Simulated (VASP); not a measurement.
# W: single point with PBE

W:

```
W
1.0
    -1.59217    1.59217    1.59217
     1.59217   -1.59217    1.59217
     1.59217    1.59217   -1.59217
W
1
Direct
  0.00000 0.00000 0.00000
```

```
Program                : VASP 6.6.1
Task                   : single point
Functional             : PBE
Potentials or basis    : VASP PAW PBE potentials, release 64 (W_sv)
Cutoff                 : 520 eV
k mesh                 : 14 × 14 × 14
Occupations            : methfessel-paxton, width 0.6 eV
Spin                   : no spin polarisation
Dipole correction      : no
Further INCAR settings : ALGO = Normal; EDIFF = 1e-07; NBANDS = 13
```

```yaml
Pressure: 0.3 GPa
Band_gap_on_the_k_mesh: zero (band 7 reaches 16.21 eV, above the bottom of band 8 at 9.98 eV)
```

Levels at points of the mesh, in eV from the Fermi level:
| k point | band 5 | band 6 | band 7 | band 8 | band 9 | band 10 |
| --- | --- | --- | --- | --- | --- | --- |
| (0.00, 0.00, 0.00) | -9.57 | -1.24 | -1.24 | -1.24 | 2.18 | 2.18 |
| (0.50, 0.00, 0.00) | -6.20 | -3.52 | 0.58 | 2.06 | 3.02 | 5.95 |
| (0.50, 0.50, 0.50) | -5.73 | -5.73 | 4.99 | 4.99 | 4.99 | 8.06 |

Run time: 26 s on 1 thread of Intel Xeon 8259CL, on a shared host, peak memory 0.15 GiB.

Caveat: spin-orbit coupling is left out, which moves the levels of the heavy elements.
